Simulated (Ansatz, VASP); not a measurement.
Two plane-wave programs on ScHO2

```
Sc H O
1.0
     1.66215    0.95964    4.28593
    -1.66215    0.95964    4.28593
     0.00000   -1.91929    4.28593
Sc H O
1 1 2
Direct
  0.00000 0.00000 0.00000
  0.50000 0.50000 0.50000
  0.58970 0.58970 0.58970
  0.41030 0.41030 0.41030
```

Alike in both runs: task single point; functional LDA; k mesh 9 × 9 × 9; occupations gaussian, width 0.05 eV; no spin polarisation.

|  | VASP | Ansatz |
| --- | --- | --- |
| version | VASP 6.6.1 | Ansatz 0.2.0 |
| potentials or method | VASP PAW LDA potentials, release 64 (Sc_sv, H, O), cutoff 520 eV | scalar-relativistic, plane waves, PAW |
| valence electrons in the cell | 24 | 24 |

VASP gave:

```
gap on the k mesh at the Fermi level (eV)                     : 3.60
least direct gap on the mesh (eV)                             : 3.79
pressure (GPa)                                                : -6.2
traceless stress, the component that is largest in VASP (GPa) : 18.91
rms of the force components (eV/Å)                            : 0.735
```

Problem. What did Ansatz give for the same quantities?

Solution. gap on the k mesh at the Fermi level (eV): 3.62; least direct gap on the mesh (eV): 3.81; pressure (GPa): -7.1; traceless stress, the component that is largest in VASP (GPa): 18.80; rms of the force components (eV/Å): 0.740.

LDA's correlation is that of Perdew and Zunger in VASP and of Perdew and Wang (1992) in Ansatz. Atom by atom the forces differ by 0.005 eV/Å (rms over components).
